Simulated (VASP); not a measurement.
## Bi: single point with PBE

Slab: Bi, a slab with vacuum.

```
Bi
1.0
     4.34900    0.00000    0.00000
    -2.17450    3.76634    0.00000
     0.00000    0.00000   28.00000
Bi
2
Cartesian
  0.0000 2.5109 15.2940
  2.1745 1.2554 12.7060
```

```
Program             : VASP 6.6.1
Task                : single point
Functional          : PBE
Potentials or basis : VASP PAW PBE potentials, release 64 (Bi_d)
Cutoff              : 520 eV
k mesh              : 9 × 9 × 1
Occupations         : gaussian, width 0.02 eV
Spin                : no spin polarisation
```

```
Largest force          : 2.224 eV/Å
Band gap on the k mesh : zero (band 15 reaches -1.40 eV, above the bottom of band 16 at -2.49 eV)
```

Forces on the atoms (eV/Å):
```
Bi   0.000  0.000 -2.224
Bi   0.000  0.000  2.224
```

Levels at points of the mesh, in eV from the Fermi level:
```csv
k point,band 12,band 13,band 14,band 15,band 16,band 17,band 18,band 19
"(0.00, 0.00, 0.00)",-10.07,-2.03,0.49,0.78,0.78,1.83,1.83,3.15
```

It took 91 s on 1 thread of Intel(R) Xeon(R) 6975P-C (Granite Rapids), with other jobs on the host, peak memory 0.49 GiB.

Caveat: spin-orbit coupling is left out, which moves the levels of the heavy elements.
